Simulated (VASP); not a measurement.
# As2Pt (Pa-3) in VASP: further runs

Aim: see how the results for As2Pt move with the level of theory and the settings. Levels: PBE, LDA. Tasks: single point.

Everything below comes from runs of VASP 6.6.1. Logs are shortened: lines on timing, memory, paths and dates and some standing lists are left out, and cuts for length are marked.

### 1 The cell of the first run

Symmetry: Pa-3, No. 205, cubic system. The conventional cell has a = 6.009 Å, b = 6.009 Å, c = 6.009 Å, α = 90.00°, β = 90.00°, γ = 90.00°. As (site symmetry 3) has 1 As at 2.41 Å and 3 Pt at 2.51 Å within 3.2 Å. Pt (site symmetry -3) has 6 As at 2.51 Å within 3.3 Å.

### 2 Single point, PBE

Contents of INCAR:

```
SYSTEM = As2Pt
  ALGO = Normal
  EDIFF = 1E-6
  ENCUT = 500
  GGA = PE
  GGA_COMPAT = .FALSE.
  ISIF = 2
  ISMEAR = -1
  LASPH = .TRUE.
  LCHARG = .FALSE.
  LREAL = .FALSE.
  LWAVE = .FALSE.
  NBANDS = 52
  NELM = 120
  PREC = Accurate
  SIGMA = 0.02
```

Contents of KPOINTS:

```
k-points
0
G
  4 4 4
  0 0 0
```

Contents of POSCAR:

```
As2Pt
1.0
    6.0093797585      0.0000000000      0.0000000000
    0.0000000000      6.0093797585      0.0000000000
    0.0000000000      0.0000000000      6.0093797585
As Pt
8 4
Direct
    0.3840512993      0.3840512993      0.3840512993
    0.1159487007      0.6159487007      0.8840512993
    0.8840512993      0.1159487007      0.6159487007
    0.6159487007      0.8840512993      0.1159487007
    0.6159487007      0.6159487007      0.6159487007
    0.8840512993      0.3840512993      0.1159487007
    0.1159487007      0.8840512993      0.3840512993
    0.3840512993      0.1159487007      0.8840512993
    0.0000000000      0.0000000000      0.0000000000
    0.5000000000      0.0000000000      0.5000000000
    0.5000000000      0.5000000000      0.0000000000
    0.0000000000      0.5000000000      0.5000000000
```

Potentials or basis: VASP PAW PBE potentials, release 64 (As, Pt).

Started as:

```sh
> cat potpaw_PBE.64/As/POTCAR potpaw_PBE.64/Pt/POTCAR > POTCAR
> mpirun -np 1 vasp_std > vasp.out
```

OUTCAR:

```text
SYSTEM = As2Pt
   EDIFF = 1E-6
   ENCUT = 500
   GGA = PE
   ISIF = 2
   ISMEAR = -1
   LASPH = .TRUE.
   LREAL = .FALSE.
   NELM = 120
   PREC = Accurate

 ion  position               nearest neighbor table
   1  0.384  0.384  0.384-   5 2.41  10 2.51  12 2.51  11 2.51
   2  0.116  0.616  0.884-   6 2.41   9 2.51  11 2.51  12 2.51
   3  0.884  0.116  0.616-   7 2.41  10 2.51  12 2.51   9 2.51
   4  0.616  0.884  0.116-   8 2.41   9 2.51  11 2.51  10 2.51
   5  0.616  0.616  0.616-   1 2.41  10 2.51  12 2.51  11 2.51
   6  0.884  0.384  0.116-   2 2.41   9 2.51  11 2.51  12 2.51
   7  0.116  0.884  0.384-   3 2.41  10 2.51  12 2.51   9 2.51
   8  0.384  0.116  0.884-   4 2.41   9 2.51  11 2.51  10 2.51
   9  0.000  0.000  0.000-   2 2.51   4 2.51   6 2.51   8 2.51   7 2.51   3 2.51
  10  0.500  0.000  0.500-   1 2.51   3 2.51   5 2.51   7 2.51   4 2.51   8 2.51
  11  0.500  0.500  0.000-   2 2.51   4 2.51   6 2.51   8 2.51   1 2.51   5 2.51
  12  0.000  0.500  0.500-   1 2.51   3 2.51   5 2.51   7 2.51   6 2.51   2 2.51

  LATTYP: Found a simple cubic cell.
 ALAT       =     6.0093797585

  Lattice vectors:

 A1 = (   6.0093797585,   0.0000000000,   0.0000000000)
 A2 = (   0.0000000000,   6.0093797585,   0.0000000000)
 A3 = (   0.0000000000,   0.0000000000,   6.0093797585)

Analysis of symmetry for initial positions (statically):
=====================================================================
 Subroutine PRICEL returns:
 Original cell was already a primitive cell.

 Routine SETGRP: Setting up the symmetry group for a
 simple cubic supercell.

 Subroutine GETGRP returns: Found 24 space group operations
 (whereof  6 operations were pure point group operations)
 out of a pool of 48 trial point group operations.

The static configuration has the point symmetry S_6 .
 The point group associated with its full space group is T_h .

Analysis of symmetry for dynamics (positions and initial velocities):
=====================================================================
 Subroutine PRICEL returns:
 Original cell was already a primitive cell.

 Routine SETGRP: Setting up the symmetry group for a
 simple cubic supercell.

 Subroutine GETGRP returns: Found 24 space group operations
 (whereof  6 operations were pure point group operations)
 out of a pool of 48 trial point group operations.

The dynamic configuration has the point symmetry S_6 .
 The point group associated with its full space group is T_h .

 Subroutine INISYM returns: Found 24 space group operations
 (whereof  6 operations are pure point group operations),
 and found     1 'primitive' translations

----------------------------------------------------------------------------------------

                                     Primitive cell

  volume of cell :     217.0146

  direct lattice vectors                    reciprocal lattice vectors
     6.009379758  0.000000000  0.000000000     0.166406524  0.000000000  0.000000000
     0.000000000  6.009379758  0.000000000     0.000000000  0.166406524  0.000000000
     0.000000000  0.000000000  6.009379758     0.000000000  0.000000000  0.166406524

  length of vectors
     6.009379758  6.009379758  6.009379758     0.166406524  0.166406524  0.166406524

  position of ions in fractional coordinates (direct lattice)
     0.384051299  0.384051299  0.384051299
     0.115948701  0.615948701  0.884051299
     0.884051299  0.115948701  0.615948701
     0.615948701  0.884051299  0.115948701
     0.615948701  0.615948701  0.615948701
     0.884051299  0.384051299  0.115948701
     0.115948701  0.884051299  0.384051299
     0.384051299  0.115948701  0.884051299
     0.000000000  0.000000000  0.000000000
     0.500000000  0.000000000  0.500000000
     0.500000000  0.500000000  0.000000000
     0.000000000  0.500000000  0.500000000

  ion indices of the primitive-cell ions
   primitive index   ion index
                 1           1
                 2           2
                 3           3
                 4           4
                 5           5
                 6           6
                 7           7
                 8           8
                 9           9
                10          10
                11          11
                12          12

----------------------------------------------------------------------------------------

 KPOINTS: k-points

Automatic generation of k-mesh.
 Grid dimensions read from file:
 generate k-points for:    4    4    4

 Generating k-lattice:

  Cartesian coordinates                     Fractional coordinates (reciprocal lattice)
     0.041601631  0.000000000  0.000000000     0.250000000  0.000000000  0.000000000
     0.000000000  0.041601631  0.000000000     0.000000000  0.250000000  0.000000000
     0.000000000  0.000000000  0.041601631     0.000000000  0.000000000  0.250000000

  Length of vectors
     0.041601631  0.041601631  0.041601631

  Shift w.r.t. Gamma in fractional coordinates (k-lattice)
     0.000000000  0.000000000  0.000000000

 Subroutine IBZKPT returns following result:
 ===========================================

 Found     11 irreducible k-points:

 Following reciprocal coordinates:
            Coordinates               Weight
  0.000000  0.000000  0.000000      1.000000
  0.250000  0.000000  0.000000      6.000000
  0.500000  0.000000  0.000000      3.000000
  0.250000  0.250000  0.000000     12.000000
  0.500000  0.250000  0.000000      6.000000
 -0.250000  0.500000  0.000000      6.000000
  0.500000  0.500000  0.000000      3.000000
  0.250000  0.250000  0.250000      8.000000
  0.500000  0.250000  0.250000     12.000000
  0.500000  0.500000  0.250000      6.000000
  0.500000  0.500000  0.500000      1.000000
   k-points           NKPTS =     11   k-points in BZ     NKDIM =     11   number of bands    NBANDS=     52
   number of dos      NEDOS =    301   number of ions     NIONS =     12
   total plane-waves  NPLWV = 110592
   dimension x,y,z NGX =    48 NGY =   48 NGZ =   48
   dimension x,y,z NGXF=    96 NGYF=   96 NGZF=   96
   ions per type =               8   4
   NGX,Y,Z   is equivalent  to a cutoff of  13.28, 13.28, 13.28 a.u.
   NGXF,Y,Z  is equivalent  to a cutoff of  26.56, 26.56, 26.56 a.u.
 SYSTEM =  As2Pt
   PREC   = accura    normal or accurate (medium, high low for compatibility)
   ISTART =      0    job   : 0-new  1-cont  2-samecut
   ICHARG =      2    charge: 1-file 2-atom 10-const
   ISPIN  =      1    spin polarized calculation?
   LNONCOLLINEAR =      F non collinear calculations
   LSORBIT =      F    spin-orbit coupling
   LASPH  =      T    aspherical Exc in radial PAW
   ENCUT  =  500.0 eV  36.75 Ry    6.06 a.u.  10.96 10.96 10.96*2*pi/ulx,y,z
   NELM   =    120;   NELMIN=  2; NELMDL= -5     # of ELM steps
   EDIFF  = 0.1E-05   stopping-criterion for ELM
   LREAL  =      F    real-space projection
   EDIFFG = 0.1E-04   stopping-criterion for IOM
   NSW    =      0    number of steps for IOM
   IBRION =     -1    ionic relax: 0-MD 1-quasi-New 2-CG
   NFREE  =      0    steps in history (QN), initial steepest desc. (CG)
   ISIF   =      2    stress and relaxation
   ISYM   =      2    0-nonsym 1-usesym 2-fastsym
   POTIM  = 0.5000    time-step for ionic-motion
   TEBEG  =    0.0;   TEEND  =   0.0 temperature during run
   PSTRESS=    0.0 pullay stress
   NELECT =      80.0000    total number of electrons
   NUPDOWN=      -1.0000    fix difference up-down
   EMIN   =  10.00;   EMAX   =-10.00  energy-range for DOS
   EFERMI =   0.00;   METHOD = LEGACY
   ISMEAR =    -1;   SIGMA  =   0.02  broadening in eV -4-tet -1-fermi 0-gaus
   EFERMI_NEDOS =   21; number of points for ismear=-14 and -15
   IALGO  =     38    algorithm
   IMIX   =      4    mixing-type and parameters
     AMIX     =   0.40;   BMIX     =  1.00
     AMIX_MAG =   1.60;   BMIX_MAG =  1.00
  volume/ion in A,a.u.               =      18.08       122.04
  Fermi-wavevector in a.u.,A,eV,Ry     =   1.173839  2.218234 18.747438  1.377898
  Thomas-Fermi vector in A             =   2.310246
   LORBIT       =      0    0 simple, 1 ext, 2 COOP (PROOUT), +10 PAW based schemes
   GGA     = PE    functional components
   LHFCALC =     F    Hartree Fock is set to
   AEXX    =    0.0000 exact exchange contribution
   IVDW    =     0    specifies the selected vdW correction
   LEPSILON=     F    determine dielectric tensor
   LRPA    =     F    only Hartree local field effects (RPA)
 non-spin polarized calculation
  energy-cutoff  :      500.00
  volume of cell :      217.01
 maximum number of plane-waves:      5528
 NGX is ok and might be reduce to    48
   NGX = 21   NGY = 21   NGZ = 21

 number of electron      80.0000015 magnetization

 Free energy of the ion-electron system (eV)
  ---------------------------------------------------
  ext. energy  EPLUGINS =         0.00000000
  ---------------------------------------------------
  free energy    TOTEN  =       -67.95768855 eV

  energy without entropy =      -67.95768738  energy(sigma->0) =      -67.95768796

 E-fermi :   7.3164     XC(G=0): -11.2482

 val. band max:        7.0898874025   @ k =   0.2500   0.0000   0.0000
 cond. band min:       7.5337420136   @ k =   0.5000   0.5000   0.5000
 fundamental gap:      0.4438546111
 Fermi energy:         7.3164460053

 k-point     1 :       0.0000    0.0000    0.0000
  band No.  band energies     occupation
      1      -6.8550      2.00000
      2      -4.8975      2.00000
      3      -4.8975      2.00000
      4      -4.8975      2.00000
      5      -2.6452      2.00000
      6      -2.6452      2.00000
[... 44 lines left out ...]
     51      12.5276      0.00000
     52      12.5276      0.00000

 k-point     2 :       0.2500    0.0000    0.0000
  band No.  band energies     occupation
      1      -6.6244      2.00000
      2      -5.2427      2.00000
      3      -4.7918      2.00000
      4      -4.7833      2.00000
      5      -2.7478      2.00000
      6      -2.6679      2.00000
[... 44 lines left out ...]
     51      12.0202      0.00000
     52      12.3452      0.00000

 k-point     3 :       0.5000    0.0000    0.0000
  band No.  band energies     occupation
      1      -5.9971      2.00000
      2      -5.9971      2.00000
      3      -4.6604      2.00000
      4      -4.6604      2.00000
      5      -2.7285      2.00000
      6      -2.7285      2.00000
[... 44 lines left out ...]
     51      11.9635      0.00000
     52      11.9635      0.00000
[... 331 lines left out ...]
 k-point    10 :       0.5000    0.5000    0.2500
  band No.  band energies     occupation
      1      -5.0938      2.00000
      2      -5.0938      2.00000
      3      -5.0938      2.00000
      4      -5.0938      2.00000
      5      -3.2366      2.00000
      6      -3.2366      2.00000
[... 44 lines left out ...]
     51      11.4862      0.00000
     52      11.4862      0.00000

 k-point    11 :       0.5000    0.5000    0.5000
  band No.  band energies     occupation
      1      -4.8769      2.00000
      2      -4.8769      2.00000
      3      -4.8769      2.00000
      4      -4.8769      2.00000
      5      -3.5902      2.00000
      6      -3.5902      2.00000
[... 44 lines left out ...]
     51      11.3241      0.00000
     52      11.3241      0.00000

------------------------ aborting loop because EDIFF is reached ----------------------------------------

  FORCE on cell =-STRESS in cart. coord.  units (eV):
  Direction    XX          YY          ZZ          XY          YZ          ZX
  --------------------------------------------------------------------------------------
  -------------------------------------------------------------------------------------
  Total        4.9036662      4.9036662      4.9036662      0.0000000     -0.0000000     -0.0000000
  in kB       36.2028310     36.2028310     36.2028310      0.0000000     -0.0000000     -0.0000000
  external PRESSURE =      36.2028310 kB  Pullay stress =       0.0000000 kB

 VOLUME and BASIS-vectors are now :
 -----------------------------------------------------------------------------
  energy-cutoff  :      500.00
  volume of cell :      217.01
      direct lattice vectors                 reciprocal lattice vectors
     6.009379758  0.000000000  0.000000000     0.166406524  0.000000000  0.000000000
     0.000000000  6.009379758  0.000000000     0.000000000  0.166406524  0.000000000
     0.000000000  0.000000000  6.009379758     0.000000000  0.000000000  0.166406524

 POSITION                                       TOTAL-FORCE (eV/Angst)
 -----------------------------------------------------------------------------------
      2.30791      2.30791      2.30791        -0.106927     -0.106927     -0.106927
      0.69678      3.70147      5.31260         0.106927      0.106927     -0.106927
      5.31260      0.69678      3.70147        -0.106927      0.106927      0.106927
      3.70147      5.31260      0.69678         0.106927     -0.106927      0.106927
      3.70147      3.70147      3.70147         0.106927      0.106927      0.106927
      5.31260      2.30791      0.69678        -0.106927     -0.106927      0.106927
      0.69678      5.31260      2.30791         0.106927     -0.106927     -0.106927
      2.30791      0.69678      5.31260        -0.106927      0.106927     -0.106927
      0.00000      0.00000      0.00000         0.000000      0.000000      0.000000
      3.00469      0.00000      3.00469         0.000000      0.000000      0.000000
      3.00469      3.00469      0.00000         0.000000      0.000000      0.000000
      0.00000      3.00469      3.00469         0.000000      0.000000      0.000000
 -----------------------------------------------------------------------------------
    total drift:                                0.000000      0.000000     -0.000000

  FREE ENERGIE OF THE ION-ELECTRON SYSTEM (eV)
  ---------------------------------------------------
  free  energy   TOTEN  =       -67.9576885462 eV

  energy  without entropy=      -67.9576873804  energy(sigma->0) =      -67.95768796
```

Run time: 96 s. Hardware: 1 thread of Intel Xeon Platinum 8559C (Emerald Rapids), shared host; peak memory 0.36 GiB.

Results:

```
Free energy            : -67.9577 eV
Pressure               : 3.6 GPa
Largest force          : 0.185 eV/Å
Band gap on the k mesh : 0.44 eV (least direct gap 0.91 eV)
```

Forces on the atoms (eV/Å):
```
As  -0.107 -0.107 -0.107
As   0.107  0.107 -0.107
As  -0.107  0.107  0.107
As   0.107 -0.107  0.107
As   0.107  0.107  0.107
As  -0.107 -0.107  0.107
As   0.107 -0.107 -0.107
As  -0.107  0.107 -0.107
Pt   0.000  0.000  0.000
Pt   0.000  0.000  0.000
Pt   0.000  0.000  0.000
Pt   0.000  0.000  0.000
```

Levels at points of the mesh, in eV from the valence-band top:
```
           k point  band 36  band 37  band 38  band 39  band 40  band 41  band 42  band 43  band 44  band 45
(0.00, 0.00, 0.00)    -2.24    -2.24    -0.76    -0.76    -0.76     0.88     0.88     0.88     1.96     4.21
(0.50, 0.00, 0.00)    -1.68    -0.98    -0.98    -0.63    -0.63     1.73     1.73     1.84     1.84     2.89
(0.50, 0.50, 0.00)    -1.78    -0.32    -0.32    -0.32    -0.32     2.13     2.13     2.13     2.13     2.42
(0.50, 0.50, 0.50)    -0.81    -0.47    -0.47    -0.47    -0.47     0.44     0.44     0.44     0.44     3.09
```

Caveat: the cell stands under pressure; spin-orbit coupling is left out, which moves the levels of the heavy elements. A k mesh can miss the band edges.

(Part 1 of 2 ends here.)
